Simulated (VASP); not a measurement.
# PtSe2 (P-3m1) in VASP: a series of runs

The runs below take PtSe2 through single point, with PBE+D3(BJ), PBEsol, r2SCAN+D4, r2SCAN.

Everything below comes from runs of VASP 6.6.1. Logs are shortened: lines on timing, memory, paths and dates and some standing lists are left out, and cuts for length are marked.

## 1. The cell of the first run

Symmetry: P-3m1, No. 164, trigonal system. Conventional cell: a = 3.769 Å, b = 3.769 Å, c = 4.846 Å, α = 90.00°, β = 90.00°, γ = 120.00°. Within 3.3 Å of Pt (site symmetry -3m) lie 6 Se at 2.53 Å. Se (site symmetry 3m) has 3 Pt at 2.53 Å and 6 Se at 3.15 to 3.36 Å within 3.4 Å.

## 2. Single point, PBE+D3(BJ)

INCAR reads:

```
SYSTEM = PtSe2
PREC = Accurate ; ENCUT = 520
EDIFF = 1E-7 ; ISMEAR = -1
SIGMA = 0.1 ; LREAL = .FALSE.
LASPH = .TRUE. ; NELM = 80
ALGO = Normal ; ISIF = 2
LWAVE = .FALSE. ; LCHARG = .FALSE.
GGA = PE ; IVDW = 12
NBANDS = 18
```

KPOINTS reads:

```
Automatic mesh
0
G
  6 6 4
  0 0 0
```

POSCAR reads:

```
PtSe2
1.0
    3.7686044242      0.0000000000      0.0000000000
   -1.8843022121      3.2637071682      0.0000000000
    0.0000000000      0.0000000000      4.8455812061
Pt Se
1 2
Direct
    0.0000000000      0.0000000000      0.0000000000
    0.3333333333      0.6666666667      0.2647817084
    0.6666666667      0.3333333333      0.7352182916
```

Potentials or basis: VASP PAW PBE potentials, release 64 (Pt, Se).

Started as:

```
$ cat potpaw_PBE.64/Pt/POTCAR potpaw_PBE.64/Se/POTCAR > POTCAR
$ mpirun -np 1 vasp_std > vasp.out
```

OUTCAR:

```text
SYSTEM = PtSe2
   PREC = Accurate
   ENCUT = 520
   EDIFF = 1E-7
   ISMEAR = -1
   LREAL = .FALSE.
   LASPH = .TRUE.
   NELM = 80
   ISIF = 2
   GGA = PE
   IVDW = 12
 IVDW          = 12

 ion  position               nearest neighbor table
   1  0.000  0.000  0.000-   2 2.53   3 2.53   3 2.53   2 2.53   3 2.53   2 2.53
   2  0.333  0.667  0.265-   1 2.53   1 2.53   1 2.53
   3  0.667  0.333  0.735-   1 2.53   1 2.53   1 2.53

  LATTYP: Found a hexagonal cell.
 ALAT       =     3.7686044242
 C/A-ratio  =     1.2857760223

  Lattice vectors:

 A1 = (   3.7686044242,   0.0000000000,   0.0000000000)
 A2 = (  -1.8843022121,   3.2637071682,   0.0000000000)
 A3 = (   0.0000000000,   0.0000000000,   4.8455812061)

Analysis of symmetry for initial positions (statically):
=====================================================================
 Subroutine PRICEL returns:
 Original cell was already a primitive cell.

 Routine SETGRP: Setting up the symmetry group for a
 hexagonal supercell.

 Subroutine GETGRP returns: Found 12 space group operations
 (whereof 12 operations were pure point group operations)
 out of a pool of 24 trial point group operations.

The static configuration has the point symmetry D_3d.

Analysis of symmetry for dynamics (positions and initial velocities):
=====================================================================
 Subroutine PRICEL returns:
 Original cell was already a primitive cell.

 Routine SETGRP: Setting up the symmetry group for a
 hexagonal supercell.

 Subroutine GETGRP returns: Found 12 space group operations
 (whereof 12 operations were pure point group operations)
 out of a pool of 24 trial point group operations.

The dynamic configuration has the point symmetry D_3d.

 Subroutine INISYM returns: Found 12 space group operations
 (whereof 12 operations are pure point group operations),
 and found     1 'primitive' translations

----------------------------------------------------------------------------------------

                                     Primitive cell

  volume of cell :      59.5988

  direct lattice vectors                    reciprocal lattice vectors
     3.768604424  0.000000000  0.000000000     0.265350217  0.153200019  0.000000000
    -1.884302212  3.263707168  0.000000000     0.000000000  0.306400038  0.000000000
     0.000000000  0.000000000  4.845581206     0.000000000  0.000000000  0.206373592

  length of vectors
     3.768604424  3.768604424  4.845581206     0.306400038  0.306400038  0.206373592

  position of ions in fractional coordinates (direct lattice)
     0.000000000  0.000000000  0.000000000
     0.333333333  0.666666667  0.264781708
     0.666666667  0.333333333  0.735218292

  ion indices of the primitive-cell ions
   primitive index   ion index
                 1           1
                 2           2
                 3           3

----------------------------------------------------------------------------------------

 KPOINTS: Automatic mesh

Automatic generation of k-mesh.
 Grid dimensions read from file:
 generate k-points for:    6    6    4

 Generating k-lattice:

  Cartesian coordinates                     Fractional coordinates (reciprocal lattice)
     0.044225036  0.025533336  0.000000000     0.166666667  0.000000000  0.000000000
     0.000000000  0.051066673  0.000000000     0.000000000  0.166666667  0.000000000
     0.000000000  0.000000000  0.051593398     0.000000000  0.000000000  0.250000000

  Length of vectors
     0.051066673  0.051066673  0.051593398

  Shift w.r.t. Gamma in fractional coordinates (k-lattice)
     0.000000000  0.000000000  0.000000000

 Subroutine IBZKPT returns following result:
 ===========================================

 Found     24 irreducible k-points:

 Following reciprocal coordinates:
            Coordinates               Weight
  0.000000  0.000000  0.000000      1.000000
  0.166667  0.000000  0.000000      6.000000
  0.333333  0.000000  0.000000      6.000000
  0.500000 -0.000000  0.000000      3.000000
  0.166667  0.166667  0.000000      6.000000
  0.333333  0.166667  0.000000     12.000000
[... 16 lines left out ...]
  0.333333  0.166667  0.500000     12.000000
  0.333333  0.333333  0.500000      2.000000
   k-points           NKPTS =     24   k-points in BZ     NKDIM =     24   number of bands    NBANDS=     18
   number of dos      NEDOS =    301   number of ions     NIONS =      3
   total plane-waves  NPLWV =  28224
   dimension x,y,z NGX =    28 NGY =   28 NGZ =   36
   dimension x,y,z NGXF=    56 NGYF=   56 NGZF=   72
   ions per type =               1   2
   NGX,Y,Z   is equivalent  to a cutoff of  12.35, 12.35, 12.35 a.u.
   NGXF,Y,Z  is equivalent  to a cutoff of  24.70, 24.70, 24.70 a.u.
 SYSTEM =  PtSe2
   PREC   = accura    normal or accurate (medium, high low for compatibility)
   ISTART =      0    job   : 0-new  1-cont  2-samecut
   ICHARG =      2    charge: 1-file 2-atom 10-const
[... 24 lines left out ...]
   IMIX   =      4    mixing-type and parameters
     AMIX     =   0.40;   BMIX     =  1.00
     AMIX_MAG =   1.60;   BMIX_MAG =  1.00
  volume/ion in A,a.u.               =      19.87       134.06
  Fermi-wavevector in a.u.,A,eV,Ry     =   1.174365  2.219229 18.764253  1.379134
  Thomas-Fermi vector in A             =   2.310763
   LORBIT       =      0    0 simple, 1 ext, 2 COOP (PROOUT), +10 PAW based schemes
   GGA     = PE    functional components
   LHFCALC =     F    Hartree Fock is set to
   AEXX    =    0.0000 exact exchange contribution
   IVDW    =    12    specifies the selected vdW correction
   LEPSILON=     F    determine dielectric tensor
   LRPA    =     F    only Hartree local field effects (RPA)
 non-spin polarized calculation
  energy-cutoff  :      520.00
  volume of cell :       59.60
 maximum number of plane-waves:      1620
   NGX = 13   NGY = 13   NGZ = 19

 number of electron      21.9999996 magnetization

 Free energy of the ion-electron system (eV)
  ---------------------------------------------------
  ext. energy  EPLUGINS =         0.00000000
  ---------------------------------------------------
  free energy    TOTEN  =       -14.21490004 eV

  energy without entropy =      -14.19135901  energy(sigma->0) =      -14.20312952

 E-fermi :   6.6492     XC(G=0): -10.8049

 val. band max:        6.6466268336   @ k =   0.0000   0.3333   0.2500
 cond. band min:       6.6500497467   @ k =   0.3333   0.3333   0.0000
 fundamental gap:      0.0034229131
 Fermi energy:         6.6492092362

 k-point     1 :       0.0000    0.0000    0.0000
  band No.  band energies     occupation
      1      -8.9752      2.00000
      2      -5.9197      2.00000
      3      -0.4359      2.00000
      4       0.4650      2.00000
      5       0.4650      2.00000
      6       2.8968      2.00000
[... 10 lines left out ...]
     17      13.9573      0.00000
     18      18.4475      0.00000

 k-point     2 :       0.1667    0.0000    0.0000
  band No.  band energies     occupation
      1      -8.6831      2.00000
      2      -6.0814      2.00000
      3      -0.0715      2.00000
      4       0.6510      2.00000
      5       0.7405      2.00000
      6       2.3921      2.00000
[... 10 lines left out ...]
     17      14.7329      0.00000
     18      15.8504      0.00000

 k-point     3 :       0.3333    0.0000    0.0000
  band No.  band energies     occupation
      1      -7.9287      2.00000
      2      -6.4684      2.00000
      3       0.3752      2.00000
      4       0.9748      2.00000
      5       1.0318      2.00000
      6       1.7211      2.00000
[... 10 lines left out ...]
     17      14.4175      0.00000
     18      15.4138      0.00000

 k-point     4 :       0.5000   -0.0000    0.0000
  band No.  band energies     occupation
      1      -7.2017      2.00000
      2      -6.9392      2.00000
      3      -0.4236      2.00000
      4       1.1841      2.00000
      5       1.5504      2.00000
      6       2.7949      2.00000
[... 375 lines left out ...]
      4       0.4035      2.00000
      5       1.3538      2.00000
      6       1.9647      2.00000
[... 10 lines left out ...]
     17      15.0001      0.00000
     18      15.9964      0.00000

 k-point    23 :       0.3333    0.1667    0.5000
  band No.  band energies     occupation
      1      -7.1526      2.00000
      2      -6.8550      2.00000
      3      -0.3766      2.00000
      4       0.2971      2.00000
      5       1.2467      2.00000
      6       2.1345      2.00000
[... 10 lines left out ...]
     17      15.3772      0.00000
     18      16.7432      0.00000

 k-point    24 :       0.3333    0.3333    0.5000
  band No.  band energies     occupation
      1      -6.9040      2.00000
      2      -6.9040      2.00000
      3       0.2811      2.00000
      4       0.2811      2.00000
      5       0.7195      2.00000
      6       2.2731      2.00000
[... 10 lines left out ...]
     17      14.2972      0.00000
     18      16.8084      0.00000

------------------------ aborting loop because EDIFF is reached ----------------------------------------

 Edisp (eV)   -1.46503

 E8    (eV) :    -0.6294

  FORCE on cell =-STRESS in cart. coord.  units (eV):
  Direction    XX          YY          ZZ          XY          YZ          ZX
  --------------------------------------------------------------------------------------
  -------------------------------------------------------------------------------------
  Total      -0.00639    -0.00639    -0.01118     0.00000    -0.00000     0.00000
  in kB      -0.17188    -0.17188    -0.30045     0.00000    -0.00000     0.00000
  external pressure =       -0.21 kB  Pullay stress =        0.00 kB

 VOLUME and BASIS-vectors are now :
 -----------------------------------------------------------------------------
  energy-cutoff  :      520.00
  volume of cell :       59.60
      direct lattice vectors                 reciprocal lattice vectors
     3.768604424  0.000000000  0.000000000     0.265350217  0.153200019  0.000000000
    -1.884302212  3.263707168  0.000000000     0.000000000  0.306400038  0.000000000
     0.000000000  0.000000000  4.845581206     0.000000000  0.000000000  0.206373592

 POSITION                                       TOTAL-FORCE (eV/Angst)
 -----------------------------------------------------------------------------------
      0.00000      0.00000      0.00000        -0.000000      0.000000      0.000000
     -0.00000      2.17580      1.28302         0.000000     -0.000000      0.007573
      1.88430      1.08790      3.56256        -0.000000      0.000000     -0.007573
 -----------------------------------------------------------------------------------
    total drift:                                0.000000      0.000000      0.000000

  FREE ENERGIE OF THE ION-ELECTRON SYSTEM (eV)
  ---------------------------------------------------
  free  energy   TOTEN  =       -15.6799308253 eV

  energy  without entropy=      -15.6563897991  energy(sigma->0) =      -15.66816031
```

It took 23 s on 1 thread of Intel Xeon 6975P-C (Granite Rapids), shared host; peak memory 0.19 GiB.

What came out:

| Item | Value |
| --- | --- |
| Free energy | -15.6799 eV |
| Pressure | 0.0 GPa |
| Largest force | 0.008 eV/Å |
| Band gap on the k mesh | zero (bands 11 and 12 overlap by 0.78 eV) |
| Dispersion energy per atom | -0.488 eV |

Forces in eV/Å, atoms in the order of the input:
```
Pt   0.000  0.000  0.000
Se   0.000  0.000  0.008
Se   0.000  0.000 -0.008
```

Levels at points of the mesh, in eV from the Fermi level:
```csv
k point,band 7,band 8,band 9,band 10,band 11,band 12,band 13,band 14,band 15,band 16
"(0.00, 0.00, 0.00)",-3.75,-2.44,-0.98,-0.98,0.78,1.12,1.12,3.41,4.13,7.31
"(0.50, 0.00, 0.00)",-3.70,-3.65,-3.28,-3.21,-2.88,0.54,2.51,5.04,6.12,7.03
"(0.00, 0.00, 0.50)",-3.80,-2.89,-1.68,-1.67,-1.67,2.34,2.34,5.01,6.53,6.62
"(0.50, 0.00, 0.50)",-3.33,-3.30,-3.03,-2.56,-1.10,0.66,1.50,4.91,4.93,7.67
```

Caveat: spin-orbit coupling is left out, which moves the levels of the heavy elements.

## 3. Single point, PBEsol

INCAR reads:

```
SYSTEM = PtSe2
PREC     = Accurate       ! precision mode
ENCUT    = 520            ! plane-wave cutoff, eV
EDIFF    = 1E-7           ! SCF threshold, eV
ISMEAR   = -1             ! smearing method
SIGMA    = 0.1            ! smearing width, eV
LREAL    = .FALSE.        ! projectors in reciprocal space
LASPH    = .TRUE.         ! aspherical terms in the spheres
NELM     = 80             ! most SCF steps
ALGO     = Normal         ! electronic algorithm
ISIF     = 2              ! what is computed and relaxed
LWAVE    = .FALSE.        ! write WAVECAR
LCHARG   = .TRUE.         ! write CHGCAR
GGA      = PS             ! functional
LELF     = .TRUE.         ! ELF
LVHAR    = .TRUE.       
NBANDS   = 18             ! bands
```

KPOINTS is that of step 2.

POSCAR reads:

```
PtSe2
1.0
    3.7573805471      0.0000000000      0.0000000000
   -1.8786902735      3.2539870055      0.0000000000
    0.0000000000      0.0000000000      4.8789792990
Pt Se
1 2
Direct
    0.0000000000      0.0000000000      0.0000000000
    0.3333333333      0.6666666667      0.2605492333
    0.6666666667      0.3333333333      0.7394507667
```

Potentials or basis: VASP PAW PBE potentials, release 64 (Pt, Se).

Started as:

```
$ cat potpaw_PBE.64/Pt/POTCAR potpaw_PBE.64/Se/POTCAR > POTCAR
$ mpirun -np 1 vasp_std > vasp.out
```

Run time: 23 s. Hardware: 1 thread of Intel Xeon 6975P-C (Granite Rapids), shared host; peak memory 0.17 GiB.

Results (log left out):

```yaml
Free_energy: -15.9209 eV
Pressure: 0.1 GPa
Largest_force: 0.016 eV/Å
Band_gap_on_the_k_mesh: zero (bands 11 and 12 overlap by 0.75 eV)
```

Forces in eV/Å, atoms in the order of the input:
```
Pt   0.000  0.000  0.000
Se   0.000  0.000  0.016
Se   0.000  0.000 -0.016
```

Levels at points of the mesh, in eV from the Fermi level:
```
           k point  band 9  band 10  band 11  band 12  band 13  band 14
(0.00, 0.00, 0.00)   -0.99    -0.99     0.75     1.23     1.23     3.31
(0.50, 0.00, 0.00)   -3.33    -3.27    -2.90     0.57     2.51     4.94
(0.00, 0.00, 0.50)   -1.66    -1.61    -1.61     2.37     2.37     4.88
(0.50, 0.00, 0.50)   -3.08    -2.67    -1.14     0.76     1.50     4.79
```

Caveat: the PAW data sets were made with another functional, which shifts forces and pressure a little; spin-orbit coupling is left out, which moves the levels of the heavy elements.

## 4. Single point, r2SCAN+D4

This run uses another cell than the first one, of 21.23 Å³/atom.

POSCAR reads:

```
PtSe2
1.0
    3.7335442842      0.0000000000      0.0000000000
   -1.8667721421      3.2333441963      0.0000000000
    0.0000000000      0.0000000000      5.2770341687
Pt Se
1 2
Direct
    0.0000000000      0.0000000000      0.0000000000
    0.3333333333      0.6666666667      0.2457066456
    0.6666666667      0.3333333333      0.7542933544
```

INCAR.step1 reads:

```
SYSTEM = PtSe2
  ALGO = Normal
  EDIFF = 1E-4
  ENCUT = 520
  GGA = PE
  ISMEAR = -1
  LASPH = .TRUE.
  LCHARG = .FALSE.
  LREAL = .FALSE.
  LWAVE = .TRUE.
  NBANDS = 18
  NELM = 60
  PREC = Accurate
  SIGMA = 0.1
```

INCAR.step2 reads:

```
SYSTEM = PtSe2
  ALGO = Normal
  EDIFF = 1E-7
  ENCUT = 520
  ISIF = 2
  ISMEAR = -1
  ISTART = 1
  IVDW = 13
  LASPH = .TRUE.
  LCHARG = .FALSE.
  LMIXTAU = .TRUE.
  LREAL = .FALSE.
  LWAVE = .FALSE.
  METAGGA = R2SCAN
  NBANDS = 18
  NELM = 60
  PREC = Accurate
  SIGMA = 0.1
  VDW_A1 = 0.51559235
  VDW_A2 = 5.77342911
  VDW_S6 = 1.0
  VDW_S8 = 0.6018749
```

KPOINTS reads:

```
k-points
0
G
  6 6 4
  0 0 0
```

Started as:

```
$ cat potpaw_PBE.64/Pt/POTCAR potpaw_PBE.64/Se/POTCAR > POTCAR
$ cp INCAR.step1 INCAR
$ mpirun -np 1 vasp_std > vasp.out
$ cp INCAR.step2 INCAR
$ mpirun -np 1 vasp_std > vasp.out
```

Wall time 2 min (1 thread of Intel Xeon 6975P-C (Granite Rapids), shared host); peak memory 0.19 GiB.

Results (log left out):

- Free energy: -81.9816 eV
- Pressure: 0.1 GPa
- Largest force: 0.014 eV/Å
- Band gap on the k mesh: zero (bands 11 and 12 overlap by 0.01 eV)
- Dispersion energy per atom: -0.167 eV

Forces in eV/Å, atoms in the order of the input:
```
Pt   0.000  0.000  0.000
Se   0.000  0.000  0.014
Se   0.000  0.000 -0.014
```

Levels at points of the mesh, in eV from the Fermi level:
```
           k point  band 7  band 8  band 9  band 10  band 11  band 12  band 13  band 14  band 15  band 16
(0.00, 0.00, 0.00)   -4.11   -2.71   -1.10    -1.10     0.17     1.62     1.62     4.31     4.58     7.81
(0.50, 0.00, 0.00)   -3.63   -3.60   -3.50    -3.42    -3.04     0.83     2.27     4.92     6.21     7.48
(0.00, 0.00, 0.50)   -4.13   -2.91   -1.83    -1.44    -1.44     2.28     2.28     5.23     6.56     7.35
(0.50, 0.00, 0.50)   -3.62   -3.61   -3.30    -2.87    -1.58     1.18     1.63     4.58     5.23     7.44
```

Caveat: the PAW data sets were made with another functional, which shifts forces and pressure a little; spin-orbit coupling is left out, which moves the levels of the heavy elements.

## 5. Single point, r2SCAN

This run uses another cell than the first one, of 23.05 Å³/atom.

POSCAR reads:

```
PtSe2
1.0
    3.7203828727      0.0000000000      0.0000000000
   -1.8601914364      3.2219460796      0.0000000000
    0.0000000000      0.0000000000      5.7690486717
Pt Se
1 2
Direct
    0.0000000000      0.0000000000      0.0000000000
    0.3333333333      0.6666666667      0.2269073240
    0.6666666667      0.3333333333      0.7730926760
```

INCAR.step1 reads:

```
ALGO = Normal
EDIFF = 1E-4
ENCUT = 520
GGA = PE
ISMEAR = -1
LASPH = True
LCHARG = False
LREAL = False
LWAVE = True
NBANDS = 18
NELM = 80
PREC = Accurate
SIGMA = 0.1
```

INCAR.step2 reads:

```
ALGO = Normal
EDIFF = 1E-6
ENCUT = 520
ISIF = 2
ISMEAR = -1
ISTART = 1
LASPH = True
LCHARG = False
LMIXTAU = True
LREAL = False
LWAVE = False
METAGGA = R2SCAN
NBANDS = 18
NELM = 80
PREC = Accurate
SIGMA = 0.1
```

KPOINTS reads:

```
k-points
0
Gamma
  6 6 4
```

Started as:

```
$ cat potpaw_PBE.64/Pt/POTCAR potpaw_PBE.64/Se/POTCAR > POTCAR
$ cp INCAR.step1 INCAR
$ mpirun -np 1 vasp_std > vasp.out
$ cp INCAR.step2 INCAR
$ mpirun -np 1 vasp_std > vasp.out
```

Wall time 2.1 min (1 thread of Intel Xeon 6975P-C (Granite Rapids), shared host); peak memory 0.2 GiB.

The run converged. Its results:

```
Free energy            : -81.4973 eV
Pressure               : 0.1 GPa
Largest force          : 0.013 eV/Å
Band gap on the k mesh : 0.82 eV (least direct gap 1.35 eV)
```

Forces in eV/Å, atoms in the order of the input:
```
Pt   0.000  0.000  0.000
Se   0.000  0.000  0.013
Se   0.000  0.000 -0.013
```

Levels at points of the mesh, in eV from the valence-band top:
```tsv
k point	band 8	band 9	band 10	band 11	band 12	band 13	band 14	band 15
(0.00, 0.00, 0.00)	-2.23	-0.64	-0.64	0.00	2.33	2.33	4.81	5.16
(0.50, 0.00, 0.00)	-3.03	-2.76	-2.69	-2.62	1.53	2.49	5.00	6.40
(0.00, 0.00, 0.50)	-2.21	-1.55	-0.78	-0.78	2.62	2.62	5.56	6.64
(0.50, 0.00, 0.50)	-3.13	-2.80	-2.46	-1.51	1.95	2.08	4.60	5.71
```

Caveat: the PAW data sets were made with another functional, which shifts forces and pressure a little; spin-orbit coupling is left out, which moves the levels of the heavy elements. r2SCAN opens gaps a little over a GGA but as a rule still falls short of measured ones.

## 6. Summary

```tsv
level	cell	gap on the mesh (eV)	pressure (GPa)	largest force (eV/Å)
PBE+D3(BJ)	a = 3.769, b = 3.769, c = 4.846 Å, angles 90.0, 90.0, 120.0°, 3 atoms, atomic positions A	none	0.0	0.01
PBEsol	a = 3.757, b = 3.757, c = 4.879 Å, angles 90.0, 90.0, 120.0°, 3 atoms, atomic positions B	none	0.1	0.02
r2SCAN+D4	a = 3.734, b = 3.734, c = 5.277 Å, angles 90.0, 90.0, 120.0°, 3 atoms, atomic positions C	none	0.1	0.01
r2SCAN	a = 3.720, b = 3.720, c = 5.769 Å, angles 90.0, 90.0, 120.0°, 3 atoms, atomic positions D	0.82	0.1	0.01
```

Alike in all rows: task single point; potentials or basis VASP PAW PBE potentials, release 64 (Pt, Se); no spin polarisation; k mesh 6 × 6 × 4; cutoff (eV) 520; smearing fermi-dirac 0.1 eV.

Caveats: spin-orbit coupling is left out, which moves the levels of the heavy elements; the PAW data sets were made with another functional, which shifts forces and pressure a little (at least some runs).

Total energies depend on the potentials used, so only differences within one code and one set of settings carry meaning.
